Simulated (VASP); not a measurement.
Input of a VASP 6.6.1 run:

Contents of INCAR:

```
PREC = Accurate
ENCUT = 600
EDIFF = 1E-6
ISMEAR = 0
SIGMA = 0.1
LREAL = False
LASPH = True
NELM = 80
ALGO = Fast
ISIF = 3
LWAVE = False
LCHARG = False
GGA = PS
IBRION = 2
NSW = 80
EDIFFG = -0.01
```

KPOINTS

```
Automatic mesh
0
Gamma
  16 16 16
```

POSCAR

```
Ta
1.0
    2.7203366118      0.0000000000      0.0000000000
    0.0000000000      2.7203366118      0.0000000000
    0.0000000000      0.0000000000      2.7203366118
Ta
1
Direct
    0.0000000000      0.0000000000      0.0000000000
```

Potentials or basis: VASP PAW PBE potentials, release 64 (Ta_pv).

The run is started by

```sh
$ cat potpaw_PBE.64/Ta_pv/POTCAR > POTCAR
$ mpirun -np 1 vasp_std > vasp.out
```

Task: What does it give for the space group after relaxing (to 0.05 Å)?

Result: Pm-3m (No. 221).

Task: Predict the relaxed volume.

Result: 19.94 Å³/atom.

Final structure:
```xyz
1
Lattice="2.7117 0.0000 0.0000 0.0000 2.7117 0.0000 0.0000 0.0000 2.7117" Properties=species:S:1:pos:R:3 pbc="T T T"
Ta    0.0000    0.0000    0.0000
```

Caveat: the PAW data sets were made with another functional, which shifts forces and pressure a little.
